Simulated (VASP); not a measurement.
Runs of VASP 6.6.1 on B. The structure is that of space group P6_3/mmc (No. 194), or close to it. The cells are those of the table. 

| task | cell | cutoff (eV) | k mesh for the DOS | occupations for the DOS | gap on the mesh (eV) | pressure (GPa) |
| --- | --- | --- | --- | --- | --- | --- |
| relaxation of shape and atoms at fixed volume | relaxed from a = 2.593, b = 2.593, c = 3.502 Å, angles 90.0, 90.0, 120.0°, 4 atoms | 600 | - | - | none | 144.0 |
| relaxation of cell and atoms | relaxed from a = 2.555, b = 2.555, c = 6.898 Å, angles 90.0, 90.0, 120.0°, 4 atoms | 600 | - | - | none | 0.0 |
| single point | a = 2.574, b = 2.574, c = 3.008 Å, angles 90.0, 90.0, 120.0°, 4 atoms | 520 | - | - | none | (a) |
| single point | a = 2.886, b = 2.886, c = 3.698 Å, angles 90.0, 90.0, 120.0°, 4 atoms | 520 | - | - | none | 33.1 |

Alike in all rows: level PBE; potentials or basis VASP PAW PBE potentials, release 64 (B); no spin polarisation; k mesh 15 × 15 × 5; smearing fermi-dirac 0.05 eV.

Question: Fill in the values left out.

Answer: (a) 264.3.

Caveats: some runs use coarse meshes; this functional lacks dispersion, which binds the layers, so the pressure and a relaxed spacing across them are unreliable (some runs).

A gap of «none» marks levels without a gap at the run's occupations.
